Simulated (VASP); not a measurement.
# Si11SnO24 (a cell with a defect) in VASP: further runs

The runs below take Si11SnO24 (a cell with a defect) through single point, with PBE.

All numbers are computed with VASP 6.6.1; they aren't measurements. Logs are shortened: lines on timing, memory, paths and dates and some standing lists are left out, and cuts for length are marked.

**1. The cell of the first run**

The cell holds a defect, 36 atoms: a = 10.101 Å, b = 10.101 Å, c = 7.326 Å, α = 113.50°, β = 113.50°, γ = 114.94°.

**2. Single point, PBE**

INCAR reads:

```
SYSTEM = Si11SnO24
PREC = Accurate ; ENCUT = 520
EDIFF = 1E-6 ; ISMEAR = -1
SIGMA = 0.01 ; LREAL = Auto
LASPH = .True. ; NELM = 100
ALGO = Normal ; ISIF = 2
LWAVE = .False. ; LCHARG = .True.
GGA = PE ; LELF = .True.
LVHAR = .True. ; NBANDS = 125
```

KPOINTS reads:

```
Automatic mesh
0
Gamma
  3 3 4
  0 0 0
```

POSCAR reads:

```
Si11SnO24
1.0
   -7.3748367111      4.2578639604      5.4316252501
    7.3748367111     -4.2578639604      5.4316252501
    2.4582789037      4.2578639604     -5.4316252501
Sn Si O
1 11 24
Direct
    0.4010657817      0.1666666667      0.2343991150
    0.9010657817      0.6666666667      0.2343991150
    0.9010657817      0.1666666667      0.7343991150
    0.4010657817      0.6666666667      0.7343991150
    0.2656008850      0.2656008850      0.5312017700
    0.7656008850      0.7656008850      0.5312017700
    0.7656008850      0.2656008850      0.0312017700
    0.2656008850      0.7656008850      0.0312017700
    0.3333333333      0.5677324483      0.2343991150
    0.8333333333      0.0677324483      0.2343991150
    0.8333333333      0.5677324483      0.7343991150
    0.3333333333      0.0677324483      0.7343991150
    0.6396296950      0.3461789800      0.4379890750
    0.1396296950      0.8461789800      0.4379890750
    0.1396296950      0.3461789800      0.9379890750
    0.6396296950      0.8461789800      0.9379890750
    0.8683072867      0.7340271817      0.7211815350
    0.3683072867      0.2340271817      0.7211815350
    0.3683072867      0.7340271817      0.2211815350
    0.8683072867      0.2340271817      0.2211815350
    0.3137924183      0.2415232383      0.3408293900
    0.8137924183      0.7415232383      0.3408293900
    0.8137924183      0.2415232383      0.8408293900
    0.3137924183      0.7415232383      0.8408293900
    0.5270369717      0.5993061517      0.3408293900
    0.0270369717      0.0993061517      0.3408293900
    0.0270369717      0.5993061517      0.8408293900
    0.5270369717      0.0993061517      0.8408293900
    0.3528742483      0.4871543533      0.7211815350
    0.8528742483      0.9871543533      0.7211815350
    0.8528742483      0.4871543533      0.2211815350
    0.3528742483      0.9871543533      0.2211815350
    0.2983593800      0.5918100950      0.4379890750
    0.7983593800      0.0918100950      0.4379890750
    0.7983593800      0.5918100950      0.9379890750
    0.2983593800      0.0918100950      0.9379890750
```

Potentials or basis: VASP PAW PBE potentials, release 64 (Sn_d, Si, O).

Run with:

```
cat potpaw_PBE.64/Sn_d/POTCAR potpaw_PBE.64/Si/POTCAR potpaw_PBE.64/O/POTCAR > POTCAR
mpirun -np 1 vasp_std > vasp.out
```

OUTCAR:

```text
SYSTEM = Si11SnO24
   PREC = Accurate
   ENCUT = 520
   EDIFF = 1E-6
   ISMEAR = -1
   LREAL = Auto
   LASPH = .True.
   NELM = 100
   ISIF = 2
   GGA = PE

 ion  position               nearest neighbor table
   1  0.401  0.167  0.234-  36 1.61  21 1.61  13 1.62  32 1.62  12 3.06  11 3.06   5 3.06   8 3.06

   2  0.901  0.667  0.234-  35 1.61  22 1.61  14 1.62  31 1.62  11 3.06  12 3.06   6 3.06   7 3.06

   3  0.901  0.167  0.734-  34 1.61  23 1.61  15 1.62  30 1.62  10 3.06   9 3.06   7 3.06   6 3.06
[... 41 lines left out ...]
  35  0.798  0.592  0.938-   2 1.61  11 1.62
  36  0.298  0.092  0.938-   1 1.61  12 1.62

  LATTYP: Found a face centered orthorhombic cell.
 ALAT       =     9.8331156148
 B/A-ratio  =     1.1047617994
 C/A-ratio  =     1.7320508076

  Lattice vectors:

 A1 = (  -7.3748367111,   4.2578639604,  -5.4316252501)
 A2 = (  -4.9165578074,   8.5157279208,   0.0000000000)
 A3 = (   2.4582789037,   4.2578639604,  -5.4316252501)

Analysis of symmetry for initial positions (statically):
=====================================================================
 Subroutine PRICEL returns:
 Original cell was already a primitive cell.

 Routine SETGRP: Setting up the symmetry group for a
 face centered orthorhombic supercell.

 Subroutine GETGRP returns: Found  1 space group operations
 (whereof  1 operations were pure point group operations)
 out of a pool of  8 trial point group operations.

The static configuration has the point symmetry C_1 .

Analysis of symmetry for dynamics (positions and initial velocities):
=====================================================================
 Subroutine PRICEL returns:
 Original cell was already a primitive cell.

 Routine SETGRP: Setting up the symmetry group for a
 face centered orthorhombic supercell.

 Subroutine GETGRP returns: Found  1 space group operations
 (whereof  1 operations were pure point group operations)
 out of a pool of  8 trial point group operations.

The dynamic configuration has the point symmetry C_1 .

 Subroutine INISYM returns: Found  1 space group operations
 (whereof  1 operations are pure point group operations),
 and found     1 'primitive' translations

----------------------------------------------------------------------------------------

                                     Primitive cell

  volume of cell :     454.8233

  direct lattice vectors                    reciprocal lattice vectors
    -7.374836711  4.257863960  5.431625250     0.000000000  0.117429773  0.092053479
     7.374836711 -4.257863960  5.431625250     0.101697167  0.058714887  0.092053479
     2.458278904  4.257863960 -5.431625250     0.101697167  0.176144660  0.000000000

  length of vectors
    10.100503694 10.100503694  7.326328789     0.149209901  0.149209901  0.203394334

  position of ions in fractional coordinates (direct lattice)
     0.401065782  0.166666667  0.234399115
     0.901065782  0.666666667  0.234399115
     0.901065782  0.166666667  0.734399115
     0.401065782  0.666666667  0.734399115
     0.265600885  0.265600885  0.531201770
     0.765600885  0.765600885  0.531201770
[... 28 lines left out ...]
     0.798359380  0.591810095  0.937989075
     0.298359380  0.091810095  0.937989075

  ion indices of the primitive-cell ions
   primitive index   ion index
                 1           1
                 2           2
                 3           3
                 4           4
                 5           5
                 6           6
[... 28 lines left out ...]
                35          35
                36          36

----------------------------------------------------------------------------------------

 KPOINTS: Automatic mesh

Automatic generation of k-mesh.
 Grid dimensions read from file:
 generate k-points for:    3    3    4

 Generating k-lattice:

  Cartesian coordinates                     Fractional coordinates (reciprocal lattice)
     0.000000000  0.039143258  0.030684493     0.333333333  0.000000000  0.000000000
[... 15 lines left out ...]
|           WW  WW  A    A  R   R   N   NN  II  N   NN  G    G                |
|           W    W  A    A  R    R  N    N  II  N    N   GGGG   !!!           |
|                                                                             |
|     Your reciprocal lattice and k-lattice belong to different lattice       |
|     classes:                                                                |
|                                                                             |
|        The reciprocal lattice is body-centered orthorhombic,                |
|        whereas your k-lattice is base-centered monoclinic.                  |
|                                                                             |
|     Results are often still useful ...                                      |
|                                                                             |
 -----------------------------------------------------------------------------

 WARNING: IBZKPT: internal override: KBLOWUP is changed to .FALSE.
      ... skipping the blow-up phase ...

 Subroutine IBZKPT returns following result:
 ===========================================

 Found     19 irreducible k-points:

 Following reciprocal coordinates:
            Coordinates               Weight
  0.000000  0.000000  0.000000      1.000000
  0.333333  0.000000  0.000000      2.000000
 -0.000000  0.333333  0.000000      2.000000
  0.333333  0.333333 -0.000000      2.000000
 -0.333333  0.333333 -0.000000      2.000000
  0.000000  0.000000  0.250000      2.000000
[... 11 lines left out ...]
  0.333333  0.333333  0.500000      2.000000
 -0.333333  0.333333  0.500000      2.000000
   k-points           NKPTS =     19   k-points in BZ     NKDIM =     19   number of bands    NBANDS=    125
   number of dos      NEDOS =    301   number of ions     NIONS =     36
   total plane-waves  NPLWV = 345600
   dimension x,y,z NGX =    80 NGY =   80 NGZ =   54
   dimension x,y,z NGXF=   160 NGYF=  160 NGZF=  108
   ions per type =               1  11  24
   NGX,Y,Z   is equivalent  to a cutoff of  13.17, 13.17, 12.25 a.u.
   NGXF,Y,Z  is equivalent  to a cutoff of  26.33, 26.33, 24.51 a.u.
 SYSTEM =  Si11SnO24
   PREC   = accura    normal or accurate (medium, high low for compatibility)
   ISTART =      0    job   : 0-new  1-cont  2-samecut
   ICHARG =      2    charge: 1-file 2-atom 10-const
   ISPIN  =      1    spin polarized calculation?
   LNONCOLLINEAR =      F non collinear calculations
   LSORBIT =      F    spin-orbit coupling
   LASPH  =      T    aspherical Exc in radial PAW
   ENCUT  =  520.0 eV  38.22 Ry    6.18 a.u.  18.78 18.78 13.62*2*pi/ulx,y,z
   NELM   =    100;   NELMIN=  2; NELMDL= -5     # of ELM steps
   EDIFF  = 0.1E-05   stopping-criterion for ELM
   LREAL  =      T    real-space projection
   EDIFFG = 0.1E-04   stopping-criterion for IOM
   NSW    =      0    number of steps for IOM
   IBRION =     -1    ionic relax: 0-MD 1-quasi-New 2-CG
   NFREE  =      0    steps in history (QN), initial steepest desc. (CG)
   ISIF   =      2    stress and relaxation
   ISYM   =      2    0-nonsym 1-usesym 2-fastsym
   POTIM  = 0.5000    time-step for ionic-motion
   TEBEG  =    0.0;   TEEND  =   0.0 temperature during run
   PSTRESS=    0.0 pullay stress
   NELECT =     202.0000    total number of electrons
   NUPDOWN=      -1.0000    fix difference up-down
   EMIN   =  10.00;   EMAX   =-10.00  energy-range for DOS
   EFERMI =   0.00;   METHOD = LEGACY
   ISMEAR =    -1;   SIGMA  =   0.01  broadening in eV -4-tet -1-fermi 0-gaus
   EFERMI_NEDOS =   21; number of points for ismear=-14 and -15
   IALGO  =     38    algorithm
   IMIX   =      4    mixing-type and parameters
     AMIX     =   0.40;   BMIX     =  1.00
     AMIX_MAG =   1.60;   BMIX_MAG =  1.00
  volume/ion in A,a.u.               =      12.63        85.26
  Fermi-wavevector in a.u.,A,eV,Ry     =   1.249044  2.360351 21.226595  1.560111
  Thomas-Fermi vector in A             =   2.383103
   LORBIT       =      0    0 simple, 1 ext, 2 COOP (PROOUT), +10 PAW based schemes
   GGA     = PE    functional components
   LHFCALC =     F    Hartree Fock is set to
   AEXX    =    0.0000 exact exchange contribution
   IVDW    =     0    specifies the selected vdW correction
   LEPSILON=     F    determine dielectric tensor
   LRPA    =     F    only Hartree local field effects (RPA)
 non-spin polarized calculation
  energy-cutoff  :      520.00
  volume of cell :      454.82
 maximum number of plane-waves:     12273
 NGX is ok and might be reduce to    80
   NGX = 37   NGY = 37   NGZ = 27

 number of electron     202.0000004 magnetization

 Free energy of the ion-electron system (eV)
  ---------------------------------------------------
  ext. energy  EPLUGINS =         0.00000000
  ---------------------------------------------------
  free energy    TOTEN  =      -268.56875803 eV

  energy without entropy =     -268.56875803  energy(sigma->0) =     -268.56875803

 E-fermi :   1.6784     XC(G=0):  -9.2706

 val. band max:        1.3760260803   @ k =   0.0000   0.0000   0.0000
 cond. band min:       7.1265120500   @ k =   0.0000   0.0000   0.0000
 fundamental gap:      5.7504859697
 Fermi energy:         1.6783791868

 k-point     1 :       0.0000    0.0000    0.0000
  band No.  band energies     occupation
      1     -19.6290      2.00000
      2     -19.6106      2.00000
      3     -19.5587      2.00000
      4     -18.2165      2.00000
      5     -17.7800      2.00000
      6     -17.5159      2.00000
[... 2193 lines left out ...]
    112      10.9162      0.00000
    113      10.9649      0.00000
 [bands above 113 left out]

------------------------ aborting loop because EDIFF is reached ----------------------------------------

  FORCE on cell =-STRESS in cart. coord.  units (eV):
  Direction    XX          YY          ZZ          XY          YZ          ZX
  --------------------------------------------------------------------------------------
  -------------------------------------------------------------------------------------
  Total       55.5080562     56.0941586     56.5101022     -0.5175411     -0.2114848     -0.3831126
  in kB      195.5347184    197.5993442    199.0645625     -1.8231093     -0.7449843     -1.3495666
  external PRESSURE =     197.3995417 kB  Pullay stress =       0.0000000 kB

 VOLUME and BASIS-vectors are now :
 -----------------------------------------------------------------------------
  energy-cutoff  :      520.00
  volume of cell :      454.82
      direct lattice vectors                 reciprocal lattice vectors
    -7.374836711  4.257863960  5.431625250     0.000000000  0.117429773  0.092053479
     7.374836711 -4.257863960  5.431625250     0.101697167  0.058714887  0.092053479
     2.458278904  4.257863960 -5.431625250     0.101697167  0.176144660  0.000000000

 POSITION                                       TOTAL-FORCE (eV/Angst)
 -----------------------------------------------------------------------------------
     -1.15244      1.99608      1.81054        -0.054074      0.087380     -0.017909
     -1.15244      1.99608      7.24217         0.000221      0.131321      0.085854
     -3.61072      6.25394      1.81054        -0.015498      0.025944      0.031395
      3.76412      1.99608      1.81054        -0.102669      0.051877     -0.084067
      1.30584      2.26178     -0.00000         0.063595     -0.374196      0.337985
      1.30584      2.26178      5.43163        -0.021274     -0.041187      0.074349
[... 28 lines left out ...]
      0.78257      4.87329      2.45607         0.150601     -0.245435     -0.200083
      0.78257      4.87329     -2.97555        -6.121606    -15.497196      7.563612
 -----------------------------------------------------------------------------------
    total drift:                                0.002983     -0.007552      0.028536

  FREE ENERGIE OF THE ION-ELECTRON SYSTEM (eV)
  ---------------------------------------------------
  free  energy   TOTEN  =      -268.5687580338 eV

  energy  without entropy=     -268.5687580338  energy(sigma->0) =     -268.56875803
```

It took 69 min on 1 thread of Intel Xeon Platinum 8488C (Sapphire Rapids), shared host; peak memory 1.1 GiB.

What came out:

| Property | Result |
| --- | --- |
| Free energy | -268.5688 eV |
| Pressure | 19.7 GPa |
| Largest force | 18.299 eV/Å |
| Band gap on the k mesh | 5.75 eV |

Forces in eV/Å, atoms in the order of the input:
```
Sn   -0.054   0.087  -0.018
Si    0.000   0.131   0.086
Si   -0.015   0.026   0.031
Si   -0.103   0.052  -0.084
Si    0.064  -0.374   0.338
Si   -0.021  -0.041   0.074
Si   -0.025   0.036   0.034
Si    0.319   0.242  -0.229
Si    0.184  -0.103   0.047
Si   -0.038   0.070   0.043
Si   -0.507  -0.051   0.116
Si    0.309  -0.273  -0.406
O     1.036  12.505  12.914
O    -0.375  -0.124   0.136
O    -0.271   0.017   0.112
O    -0.226   0.005   0.157
O     0.265   0.216   0.259
O     0.089   0.214   0.290
O    -0.068   0.337   0.032
O     0.144   0.174   0.137
O    16.471  -2.456  -7.538
O     0.134  -0.218   0.098
O     0.121  -0.231   0.135
O     0.123  -0.237   0.222
O    -0.327   0.045  -0.194
O    -0.194  -0.069  -0.290
O    -0.247   0.060  -0.104
O    -0.255   0.060  -0.144
O     0.305   0.273  -0.135
O     0.099   0.220  -0.154
O     0.095   0.188  -0.160
O   -11.333   5.384 -12.877
O     0.116  -0.206  -0.125
O     0.156  -0.214  -0.166
O     0.151  -0.245  -0.200
O    -6.122 -15.497   7.564
```

Stress tensor (GPa, compression positive):
```
19.55 -0.18 -0.13
-0.18 19.76 -0.07
-0.13 -0.07 19.91
```

Caveat: spin-orbit coupling is left out, which moves the levels of the heavy elements.

**3. Single point, PBE**

INCAR reads:

```
SYSTEM = Si11SnO24
PREC = Accurate ; ENCUT = 520
EDIFF = 1E-6 ; ISMEAR = -1
SIGMA = 0.01 ; LREAL = Auto
LASPH = .True. ; NELM = 100
ALGO = Normal ; ISIF = 2
LWAVE = .False. ; LCHARG = .False.
GGA = PE ; NBANDS = 125
```

KPOINTS reads:

```
regular mesh
0
Gamma
  3 3 4
  0 0 0
```

POSCAR reads:

```
Si11SnO24
1.0
   -7.3748367111      4.2578639604      5.4316252501
    7.3748367111     -4.2578639604      5.4316252501
    2.4582789037      4.2578639604     -5.4316252501
Sn Si O
1 11 24
Direct
    0.3892896626      0.1666906295      0.2176128401
    0.8908649281      0.6584274111      0.2096109634
    0.9014970660      0.1642458276      0.7411622343
    0.4038266185      0.6748711067      0.7507129851
    0.2616432124      0.2780006649      0.5398544464
    0.7723882190      0.7624570311      0.5320573249
    0.7601326378      0.2629213342      0.0313639546
    0.2788510402      0.7677637492      0.0570054591
    0.3408659147      0.5614204452      0.2476027679
    0.8312771564      0.0709654078      0.2454796102
    0.8483265602      0.5723984243      0.7352287350
    0.3204575071      0.0563031850      0.6924980605
    0.6711359445      0.3624166767      0.4215635622
    0.1283771888      0.8347039075      0.3890549291
    0.1427250677      0.3408301499      0.9465168630
    0.6436071559      0.8476765564      0.9460085593
    0.9003254400      0.7523783435      0.7412827689
    0.3792315235      0.2358207059      0.6968105795
    0.3874121423      0.7303073746      0.2332010584
    0.8669500396      0.2375386827      0.2305192136
    0.2902438953      0.2723489975      0.3347446163
    0.8059377978      0.7352395835      0.3240486515
    0.8132787898      0.2391465689      0.8459497955
    0.3261057146      0.7636390828      0.8661205029
    0.5342334557      0.5871286802      0.3563253559
    0.0266166376      0.1028838814      0.3652111530
    0.0387332455      0.5960501387      0.8616649743
    0.5185813027      0.0919645209      0.8351975729
    0.3486814888      0.4982337078      0.7518367491
    0.8485587107      0.9795791684      0.7186648697
    0.8499810624      0.4870212876      0.2153913536
    0.3623393376      0.9855717439      0.2685920312
    0.3004921815      0.5939158842      0.4493548841
    0.7915088373      0.0933253248      0.4446792082
    0.7785000775      0.5728211902      0.9028054746
    0.2470224399      0.0629926252      0.8542658915
```

Potentials or basis: VASP PAW PBE potentials, release 64 (Sn_d, Si, O).

Run with:

```
cat potpaw_PBE.64/Sn_d/POTCAR potpaw_PBE.64/Si/POTCAR potpaw_PBE.64/O/POTCAR > POTCAR
mpirun -np 1 vasp_std > vasp.out
```

Wall time 71 min (1 thread of AMD EPYC 7R43 (Zen 3), shared host); peak memory 1.1 GiB.

It converged, with:

* Free energy: -277.7646 eV
* Pressure: 3.4 GPa
* Largest force: 0.042 eV/Å
* Band gap on the k mesh: 4.34 eV

Forces on the atoms (eV/Å):
```
Sn  -0.005 -0.006 -0.006
Si   0.005 -0.009 -0.005
Si   0.010 -0.005 -0.001
Si   0.003 -0.013  0.005
Si   0.014  0.030 -0.026
Si   0.011  0.005  0.002
Si   0.012  0.009 -0.004
Si  -0.019  0.019 -0.002
Si  -0.021  0.004 -0.004
Si  -0.007  0.000  0.000
Si   0.007  0.016 -0.002
Si  -0.033  0.000  0.019
O   -0.030 -0.018  0.015
O   -0.001 -0.006  0.000
O    0.005 -0.006 -0.004
O    0.002 -0.003  0.000
O   -0.005  0.007 -0.003
O   -0.004  0.004 -0.001
O   -0.005 -0.003  0.002
O   -0.007  0.000 -0.003
O    0.016 -0.022  0.018
O    0.002  0.005 -0.003
O    0.001  0.004  0.000
O    0.009 -0.001  0.001
O    0.001  0.007 -0.001
O   -0.001  0.006  0.003
O    0.002  0.005 -0.001
O    0.006  0.004  0.006
O    0.006 -0.004  0.000
O    0.004 -0.005  0.006
O    0.002 -0.009  0.006
O    0.028  0.014 -0.010
O   -0.006 -0.002  0.001
O   -0.009 -0.002  0.004
O   -0.003 -0.009  0.004
O    0.009 -0.016 -0.019
```

Stress tensor (GPa, compression positive):
```
 3.94  0.61  0.08
 0.61  2.73 -0.07
 0.08 -0.07  3.61
```

Levels at points of the mesh, in eV from the valence-band top:
| k point | band 99 | band 100 | band 101 | band 102 | band 103 | band 104 |
| --- | --- | --- | --- | --- | --- | --- |
| (0.00, 0.00, 0.00) | -0.17 | -0.12 | -0.03 | 4.34 | 6.51 | 7.95 |
| (0.00, 0.00, 0.50) | -0.15 | -0.05 | -0.01 | 4.83 | 7.39 | 7.71 |

Caveat: spin-orbit coupling is left out, which moves the levels of the heavy elements.
